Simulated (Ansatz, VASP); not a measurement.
One calculation of Na, two programs

```
CELL_PARAMETERS angstrom
-2.18102 2.18102 2.14926
2.18102 -2.18102 2.14926
2.18102 2.18102 -2.14926
ATOMIC_POSITIONS crystal
Na 0.00000 0.00000 0.00000
```

Change from the starting cell: strain +0.030 along x and y, +0.015 along z, atoms carried along.

Alike in both runs: task single point; functional PBE; k mesh 16 × 16 × 16; occupations gaussian, width 0.15 eV; no spin polarisation.

|  | VASP | Ansatz |
| --- | --- | --- |
| version | VASP 6.6.1 | Ansatz 0.2.0 |
| potentials or method | VASP PAW PBE potentials, release 64 (Na_pv), cutoff 520 eV | scalar-relativistic, plane waves, PAW |
| valence electrons in the cell | 7 | 9 |

```tsv
	VASP	Ansatz	Ansatz less VASP
gap on the k mesh at the Fermi level (eV)	none	none	-
pressure (GPa)	-0.7	-0.7	+0.01
```

A gap of «none» marks a metal or a gap that the smearing closes. VASP's potentials hold 7 valence electrons a cell and Ansatz's 9, so a difference there can come from the potentials and not from the codes.
